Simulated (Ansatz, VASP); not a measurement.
# One calculation of C, two programs

```xyz
2
Lattice="0.0000 1.7750 1.7750 1.7750 0.0000 1.7750 1.7750 1.7750 0.0000" Properties=species:S:1:pos:R:3 pbc="T T T"
C     2.6625    2.6625    2.6625
C     1.7750    1.7750    1.7750
```

Alike in both runs: task single point; functional PBE; k mesh 16 × 16 × 16; occupations gaussian, width 0.05 eV; no spin polarisation.

|  | VASP | Ansatz |
| --- | --- | --- |
| version | VASP 6.6.1 | Ansatz 0.2.0 |
| potentials or method | VASP PAW PBE potentials, release 64 (C), cutoff 600 eV | scalar-relativistic, plane waves, PAW |
| valence electrons in the cell | 8 | 8 |

|  | VASP | Ansatz | Ansatz less VASP |
| --- | --- | --- | --- |
| gap on the k mesh at the Fermi level (eV) | 4.16 | 4.17 | +0.008 |
| least direct gap on the mesh (eV) | 5.63 | 5.63 | +0.004 |
| pressure (GPa) | 8.2 | 8.1 | -0.04 |
